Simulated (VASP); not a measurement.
Ga3BAs4, 8 atoms in the cell. The structure is tetragonal, space group I-42m (No. 121). The conventional cell has a = 5.517 Å, b = 5.517 Å, c = 10.951 Å, α = 90.00°, β = 90.00°, γ = 90.00°. Within 3.3 Å of Ga (site symmetry -42m) lie 4 As at 2.52 Å. Ga (site symmetry -4) has 4 As at 2.46 Å within 3.2 Å. Within 2.8 Å of B (site symmetry -42m) lie 4 As at 2.13 Å. Within 2.8 Å of As (site symmetry m) lie 1 B at 2.13 Å and 3 Ga at 2.46 to 2.52 Å. The cell was built from a structure type or drawn by symmetry, and may not be a known phase.

* Program: VASP 6.6.1
* Task: single point
* Functional: PBE
* Potentials or basis: VASP PAW PBE potentials, release 64 (Ga_d, B, As)
* Cutoff: 520 eV
* k mesh: 8 × 8 × 8
* Occupations: gaussian, width 0.02 eV
* Spin: no spin polarisation
* Dipole correction: no
* Further INCAR settings: ALGO = Normal; EDIFF = 1e-06; NBANDS = 41

Potentials or basis: VASP PAW PBE potentials, release 64 (Ga_d, B, As).

Command:

```console
$ cat potpaw_PBE.64/Ga_d/POTCAR potpaw_PBE.64/B/POTCAR potpaw_PBE.64/As/POTCAR > POTCAR
$ mpirun -np 1 vasp_std > vasp.out
```

Hardware: 1 thread of Intel(R) Xeon(R) Platinum 8488C (Sapphire Rapids), with other jobs on the host.

Q: Estimate the wall time of this run.

A: Wall time 6.7 min on 1 thread of Intel(R) Xeon(R) Platinum 8488C (Sapphire Rapids) (shared host), peak memory 0.55 GiB. Counts: scf iterations 14, k points 59.
